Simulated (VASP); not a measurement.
# HC8 in VASP: notebook

Runs on HC8. Level: PBE+D3(BJ). Tasks: single point.

All numbers are computed with VASP 6.6.1; they aren't measurements. Logs are shortened: lines on timing, memory, paths and dates and some standing lists are left out, and cuts for length are marked.

### 1 The cell of the first run

The cell holds a slab with vacuum, 9 atoms: a = 4.931 Å, b = 4.931 Å, c = 17.000 Å, α = 90.00°, β = 90.00°, γ = 120.00°.

### 2 Single point, PBE+D3(BJ), collinear spin, ferromagnetic start

File INCAR:

```
SYSTEM = HC8
PREC = Accurate ; ENCUT = 520
EDIFF = 1E-6 ; ISMEAR = 0
SIGMA = 0.1 ; LREAL = .False.
LASPH = .True. ; NELM = 150
ALGO = Normal ; ISIF = 2
LWAVE = .False. ; LCHARG = .False.
ISPIN = 2 ; MAGMOM = 0 0 0 0 0 0 0 0 1
LORBIT = 11 ; LDIPOL = .True.
IDIPOL = 3 ; DIPOL = 0.5 0.5 0.241
GGA = PE ; IVDW = 12
NBANDS = 30
```

File KPOINTS:

```
Automatic mesh
0
Gamma
  6 6 1
  0 0 0
```

File POSCAR:

```
HC8
1.0
    4.9313048824     -0.0000000001      0.0000000000
   -2.4656524412      4.2706353020      0.0000000000
    0.0000000000      0.0000000000     17.0000331944
C H
8 1
Direct
    0.3333333333      0.1666666667      0.2352956108
    0.3333333333      0.6666666667      0.2352956108
    0.8333333333      0.1666666667      0.2352956108
    0.8333333333      0.6666666667      0.2352956108
    0.1666666667      0.3333333333      0.2352936582
    0.1666666667      0.8333333333      0.2352936582
    0.6666666667      0.3333333333      0.2352936582
    0.6666666667      0.8333333333      0.2352936582
    0.5833333333      0.1666666667      0.2882366839
```

Potentials or basis: VASP PAW PBE potentials, release 64 (C, H).

Run with:

```sh
cat potpaw_PBE.64/C/POTCAR potpaw_PBE.64/H/POTCAR > POTCAR
mpirun -np 1 vasp_std > vasp.out
```

OUTCAR:

```text
SYSTEM = HC8
   PREC = Accurate
   ENCUT = 520
   EDIFF = 1E-6
   ISMEAR = 0
   LREAL = .False.
   LASPH = .True.
   NELM = 150
   ISIF = 2
   ISPIN = 2
   LORBIT = 11
   GGA = PE
   IVDW = 12
 IVDW          = 12

 ion  position               nearest neighbor table
   1  0.333  0.167  0.235-   5 1.42   7 1.42   6 1.42
   2  0.333  0.667  0.235-   6 1.42   8 1.42   5 1.42
   3  0.833  0.167  0.235-   7 1.42   5 1.42   8 1.42
   4  0.833  0.667  0.235-   8 1.42   6 1.42   7 1.42
   5  0.167  0.333  0.235-   1 1.42   3 1.42   2 1.42
   6  0.167  0.833  0.235-   2 1.42   4 1.42   1 1.42
   7  0.667  0.333  0.235-   9 1.15   3 1.42   1 1.42   4 1.42
   8  0.667  0.833  0.235-   4 1.42   2 1.42   3 1.42
   9  0.583  0.167  0.288-   7 1.15

  LATTYP: Found a hexagonal cell.
 ALAT       =     4.9313048824
 C/A-ratio  =     3.4473701383

  Lattice vectors:

 A1 = (   4.9313048824,  -0.0000000001,   0.0000000000)
 A2 = (  -2.4656524412,   4.2706353020,   0.0000000000)
 A3 = (   0.0000000000,   0.0000000000,  17.0000331944)

Analysis of symmetry for initial positions (statically):
=====================================================================
 Subroutine PRICEL returns:
 Original cell was already a primitive cell.

 Routine SETGRP: Setting up the symmetry group for a
 hexagonal supercell.

 Subroutine GETGRP returns: Found  2 space group operations
 (whereof  2 operations were pure point group operations)
 out of a pool of 24 trial point group operations.

The static configuration has the point symmetry C_1h.

Analysis of symmetry for dynamics (positions and initial velocities):
=====================================================================
 Subroutine PRICEL returns:
 Original cell was already a primitive cell.

 Routine SETGRP: Setting up the symmetry group for a
 hexagonal supercell.

 Subroutine GETGRP returns: Found  2 space group operations
 (whereof  2 operations were pure point group operations)
 out of a pool of 24 trial point group operations.

The dynamic configuration has the point symmetry C_1h.

Analysis of structural, dynamic, and magnetic symmetry:
=====================================================================
 Subroutine PRICEL returns:
 Original cell was already a primitive cell.

 Routine SETGRP: Setting up the symmetry group for a
 hexagonal supercell.

 Subroutine GETGRP returns: Found  2 space group operations
 (whereof  2 operations were pure point group operations)
 out of a pool of 24 trial point group operations.

The overall configuration has the point symmetry C_1h.

 Subroutine INISYM returns: Found  2 space group operations
 (whereof  2 operations are pure point group operations),
 and found     1 'primitive' translations

----------------------------------------------------------------------------------------

                                     Primitive cell

  volume of cell :     358.0174

  direct lattice vectors                    reciprocal lattice vectors
     4.931304882 -0.000000000  0.000000000     0.202786083  0.117078599  0.000000000
    -2.465652441  4.270635302  0.000000000     0.000000000  0.234157199  0.000000000
     0.000000000  0.000000000 17.000033194     0.000000000  0.000000000  0.058823415

  length of vectors
     4.931304882  4.931304882 17.000033194     0.234157199  0.234157199  0.058823415

  position of ions in fractional coordinates (direct lattice)
     0.333333333  0.166666667  0.235295611
     0.333333333  0.666666667  0.235295611
     0.833333333  0.166666667  0.235295611
     0.833333333  0.666666667  0.235295611
     0.166666667  0.333333333  0.235293658
     0.166666667  0.833333333  0.235293658
     0.666666667  0.333333333  0.235293658
     0.666666667  0.833333333  0.235293658
     0.583333333  0.166666667  0.288236684

  ion indices of the primitive-cell ions
   primitive index   ion index
                 1           1
                 2           2
                 3           3
                 4           4
[... 57 lines left out ...]
   ISTART =      0    job   : 0-new  1-cont  2-samecut
   ICHARG =      2    charge: 1-file 2-atom 10-const
   ISPIN  =      2    spin polarized calculation?
   LNONCOLLINEAR =      F non collinear calculations
   LSORBIT =      F    spin-orbit coupling
   LASPH  =      T    aspherical Exc in radial PAW
   ENCUT  =  520.0 eV  38.22 Ry    6.18 a.u.   9.17  9.17 31.61*2*pi/ulx,y,z
   NELM   =    150;   NELMIN=  2; NELMDL= -5     # of ELM steps
   EDIFF  = 0.1E-05   stopping-criterion for ELM
   LREAL  =      F    real-space projection
   EDIFFG = 0.1E-04   stopping-criterion for IOM
   NSW    =      0    number of steps for IOM
   IBRION =     -1    ionic relax: 0-MD 1-quasi-New 2-CG
   NFREE  =      0    steps in history (QN), initial steepest desc. (CG)
   ISIF   =      2    stress and relaxation
   ISYM   =      2    0-nonsym 1-usesym 2-fastsym
   POTIM  = 0.5000    time-step for ionic-motion
   TEBEG  =    0.0;   TEEND  =   0.0 temperature during run
   PSTRESS=    0.0 pullay stress
   NELECT =      33.0000    total number of electrons
   NUPDOWN=      -1.0000    fix difference up-down
   EMIN   =  10.00;   EMAX   =-10.00  energy-range for DOS
   EFERMI =   0.00;   METHOD = LEGACY
   ISMEAR =     0;   SIGMA  =   0.10  broadening in eV -4-tet -1-fermi 0-gaus
   EFERMI_NEDOS =   21; number of points for ismear=-14 and -15
   IALGO  =     38    algorithm
   IMIX   =      4    mixing-type and parameters
     AMIX     =   0.40;   BMIX     =  1.00
     AMIX_MAG =   1.60;   BMIX_MAG =  1.00
  volume/ion in A,a.u.               =      39.78       268.45
  Fermi-wavevector in a.u.,A,eV,Ry     =   0.739511  1.397474  7.440711  0.546877
  Thomas-Fermi vector in A             =   1.833692
   LORBIT       =     11    0 simple, 1 ext, 2 COOP (PROOUT), +10 PAW based schemes
   GGA     = PE    functional components
   LHFCALC =     F    Hartree Fock is set to
   AEXX    =    0.0000 exact exchange contribution
   IVDW    =    12    specifies the selected vdW correction
   LEPSILON=     F    determine dielectric tensor
   LRPA    =     F    only Hartree local field effects (RPA)
 spin polarized calculation
 Gauss-broadening in eV      SIGMA  =   0.10
  energy-cutoff  :      520.00
  volume of cell :      358.02
 maximum number of plane-waves:      9678
 NGX is ok and might be reduce to    40
   NGX = 19   NGY = 19   NGZ = 63

 number of electron      32.9999998 magnetization       0.0022860

 number of electron      32.9999998 magnetization      -0.0000341

 dipolmoment           0.000000      0.000000     -0.078743 electrons x Angstroem

 Free energy of the ion-electron system (eV)
  ---------------------------------------------------
  ext. energy  EPLUGINS =         0.00000000
  ---------------------------------------------------
  free energy    TOTEN  =       -73.97966636 eV

  energy without entropy =      -73.97078721  energy(sigma->0) =      -73.97522679

 E-fermi :  -1.4389     XC(G=0):  -2.6240

 val. band max:       -1.5355208520   @ k =   0.3333   0.1667   0.0000
 cond. band min:      -1.4059694699   @ k =   0.1667   0.0000   0.0000
 fundamental gap:      0.1295513820
 Fermi energy:        -1.4388876555

 spin component 1

 k-point     1 :       0.0000    0.0000    0.0000
  band No.  band energies     occupation
      1     -22.4564      1.00000
      2     -17.9467      1.00000
      3     -16.8647      1.00000
      4     -16.4608      1.00000
      5     -16.0127      1.00000
      6     -15.6084      1.00000
[... 392 lines left out ...]
     27       4.5839      0.00000
     28       4.7666      0.00000
 Fermi energy:        -1.4388876555

 spin component 2

 k-point     1 :       0.0000    0.0000    0.0000
  band No.  band energies     occupation
      1     -22.4564      1.00000
      2     -17.9467      1.00000
      3     -16.8647      1.00000
      4     -16.4608      1.00000
      5     -16.0127      1.00000
      6     -15.6084      1.00000
[... 392 lines left out ...]
     27       4.5886      0.00000
     28       4.7735      0.00000
 [bands above 28 left out]

------------------------ aborting loop because EDIFF is reached ----------------------------------------

 vacuum level on the upper side and lower side of the slab       (xc-potential included)        -0.319         0.269

 Edisp (eV)   -0.73152

 E8    (eV) :    -0.2243

  FORCE on cell =-STRESS in cart. coord.  units (eV):
  Direction    XX          YY          ZZ          XY          YZ          ZX
  --------------------------------------------------------------------------------------
  -------------------------------------------------------------------------------------
  Total       5.44341     4.85898     2.48845    -0.00000     0.74735    -0.00000
  in kB      24.36001    21.74459    11.13616    -0.00000     3.34449    -0.00000
  external pressure =       19.08 kB  Pullay stress =        0.00 kB

 VOLUME and BASIS-vectors are now :
 -----------------------------------------------------------------------------
  energy-cutoff  :      520.00
  volume of cell :      358.02
      direct lattice vectors                 reciprocal lattice vectors
     4.931304882 -0.000000000  0.000000000     0.202786083  0.117078599  0.000000000
    -2.465652441  4.270635302  0.000000000     0.000000000  0.234157199  0.000000000
     0.000000000  0.000000000 17.000033194     0.000000000  0.000000000  0.058823415

 POSITION                                       TOTAL-FORCE (eV/Angst)
 -----------------------------------------------------------------------------------
      1.23283      0.71177      4.00003        -2.448779     -0.565434     -1.382884
     -0.00000      2.84709      4.00003         0.000000      0.937249      0.016702
      3.69848      0.71177      4.00003         2.448779     -0.565434     -1.382884
      2.46565      2.84709      4.00003        -0.000000      1.943264      0.293807
      0.00000      1.42355      4.00000        -0.000000     -0.693975      0.207381
     -1.23283      3.55886      4.00000        -0.197678     -0.936081     -0.174012
      2.46565      1.42355      4.00000        -0.000000     -0.011778     -0.239365
      1.23283      3.55886      4.00000         0.197678     -0.936081     -0.174012
      2.46565      0.71177      4.90003        -0.000000      0.828270      2.835266
 -----------------------------------------------------------------------------------
    total drift:                                0.000000     -0.000000     -0.001033

  FREE ENERGIE OF THE ION-ELECTRON SYSTEM (eV)
  ---------------------------------------------------
  free  energy   TOTEN  =       -74.7111887723 eV

  energy  without entropy=      -74.7023096168  energy(sigma->0) =      -74.70674919

 vacuum level on the upper side and lower side of the slab         1.461         2.137

 total charge

# of ion       s       p       d       tot
------------------------------------------
    1        0.862   1.793   0.000   2.656
    2        0.858   1.800   0.000   2.658
    3        0.862   1.793   0.000   2.656
    4        0.851   1.814   0.000   2.666
    5        0.854   1.802   0.000   2.656
    6        0.859   1.790   0.000   2.650
    7        0.865   1.872   0.000   2.736
    8        0.859   1.790   0.000   2.650
    9        0.555   0.066   0.000   0.620
--------------------------------------------------
tot          7.426  14.521   0.000  21.947

 magnetization (x)

# of ion       s       p       d       tot
------------------------------------------
    1       -0.000  -0.000   0.000  -0.000
    2       -0.000  -0.000   0.000  -0.000
    3       -0.000  -0.000   0.000  -0.000
    4       -0.000  -0.000   0.000  -0.000
    5        0.000   0.000   0.000   0.000
    6        0.000   0.000   0.000   0.000
    7        0.000   0.000   0.000   0.000
    8        0.000   0.000   0.000   0.000
    9       -0.000  -0.000   0.000  -0.000
--------------------------------------------------
tot         -0.000  -0.000   0.000  -0.000
```

It took 8 min on 1 thread of Intel Xeon Platinum 8488C (Sapphire Rapids), shared host; peak memory 0.71 GiB.

What came out:

```
Free energy                                           : -74.7112 eV
Largest force                                         : 2.954 eV/Å
Net moment                                            : 0.00 μB per cell
Valence electrons inside the program's atomic spheres : C 2.66, 2.67, 2.65, 2.74; H 0.62
Dispersion energy per atom                            : -0.081 eV
```

Forces on the atoms (eV/Å):
```
C   -2.449 -0.565 -1.383
C    0.000  0.937  0.017
C    2.449 -0.565 -1.383
C    0.000  1.943  0.294
C    0.000 -0.694  0.207
C   -0.198 -0.936 -0.174
C    0.000 -0.012 -0.239
C    0.198 -0.936 -0.174
H    0.000  0.828  2.835
```

### 3 Single point, PBE+D3(BJ), collinear spin, ferromagnetic start

File INCAR:

```
PREC = Accurate
ENCUT = 520
EDIFF = 1E-6
ISMEAR = 0
SIGMA = 0.1
LREAL = F
LASPH = T
NELM = 150
ALGO = Normal
ISIF = 2
LWAVE = F
LCHARG = F
ISPIN = 2
MAGMOM = 0 0 0 0 0 0 0 0 1
LORBIT = 11
LDIPOL = T
IDIPOL = 3
DIPOL = 0.5 0.5 0.246
GGA = PE
IVDW = 12
NBANDS = 30
```

File KPOINTS:

```
Automatic mesh
0
Gamma
  6 6 1
```

Changes to POSCAR since step 2:

```diff
@@ -16,2 +16,2 @@
     0.6666666667      0.8333333333      0.2352936582
-    0.5833333333      0.1666666667      0.2882366839
+    0.5833333333      0.1666666667      0.3311777765
```

Potentials or basis: VASP PAW PBE potentials, release 64 (C, H).

Run with:

```sh
cat potpaw_PBE.64/C/POTCAR potpaw_PBE.64/H/POTCAR > POTCAR
mpirun -np 1 vasp_std > vasp.out
```

Run time: 8.7 min. Hardware: 1 thread of Intel Xeon Platinum 8488C (Sapphire Rapids), shared host; peak memory 0.72 GiB.

The run converged. Its results:

| Item | Value |
| --- | --- |
| Free energy | -75.2266 eV |
| Largest force | 0.894 eV/Å |
| Band gap on the k mesh | 0.15 eV, indirect (least direct gap 0.19 eV) |
| Net moment | 0.98 μB per cell |
| Site moments | C +0.04, -0.01; H +0.31 μB |
| Valence electrons inside the program's atomic spheres | C 2.65, 2.64; H 0.42 |
| Dispersion energy per atom | -0.090 eV |

Forces on the atoms (eV/Å):
```
C   -0.700 -0.244 -0.473
C    0.000  0.151  0.075
C    0.700 -0.244 -0.473
C    0.000  0.266 -0.161
C    0.000 -0.180 -0.096
C   -0.034 -0.055 -0.101
C    0.000  0.186  0.453
C    0.034 -0.055 -0.101
H    0.000  0.176  0.876
```

Levels at points of the mesh, in eV from the valence-band top:
Spin up:
| k point | band 13 | band 14 | band 15 | band 16 | band 17 | band 18 | band 19 | band 20 | band 21 | band 22 |
| --- | --- | --- | --- | --- | --- | --- | --- | --- | --- | --- |
| (0.00, 0.00, 0.00) | -2.99 | -2.97 | -2.38 | -2.27 | -0.81 | 1.66 | 1.70 | 2.11 | 3.87 | 4.70 |
| (0.50, 0.00, 0.00) | -5.05 | -4.95 | -3.27 | -2.72 | -0.15 | 2.81 | 2.86 | 5.29 | 5.82 | 6.15 |
| (0.00, 0.50, 0.00) | -5.07 | -4.93 | -3.14 | -2.75 | -0.34 | 2.82 | 2.94 | 5.28 | 5.82 | 6.14 |
Spin down:
```csv
k point,band 14,band 15,band 16,band 17,band 18,band 19
"(0.00, 0.00, 0.00)",-2.71,-2.27,-2.16,0.84,1.76,1.77
"(0.50, 0.00, 0.00)",-4.93,-2.93,-2.60,2.25,2.94,3.14
"(0.00, 0.50, 0.00)",-4.91,-2.82,-2.65,1.98,2.91,3.37
```
